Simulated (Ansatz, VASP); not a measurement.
## Co in VASP and in Ansatz

```
CELL_PARAMETERS angstrom
2.51900 0.00000 0.00000
-1.25950 2.18152 0.00000
0.00000 0.00000 4.09100
ATOMIC_POSITIONS crystal
Co 0.33333 0.66667 0.25000
Co 0.66667 0.33333 0.75000
```

Alike in both runs: task single point; functional PBE; k mesh 19 × 19 × 10; occupations fermi-dirac, width 0.08 eV; collinear spin.

|  | VASP | Ansatz |
| --- | --- | --- |
| version | VASP 6.6.1 | Ansatz 0.2.0 |
| potentials or method | VASP PAW PBE potentials, release 64 (Co), cutoff 520 eV | all-electron LAPW, scalar-relativistic |

|  | VASP | Ansatz | Ansatz less VASP |
| --- | --- | --- | --- |
| pressure (GPa) | -7.2 | -6.7 | +0.53 |
| traceless stress, the component that is largest in VASP (GPa) | -0.74 | -0.63 | +0.110 |
| net moment per atom (μB) | 1.63 | 1.64 | +0.011 |
| size of the moment on the site where the two differ most (μB) | 1.66 | 1.70 | +0.039 |

Site moments also hang on the region over which each program counts them. Ansatz ran all-electron here, and VASP with PAW potentials.
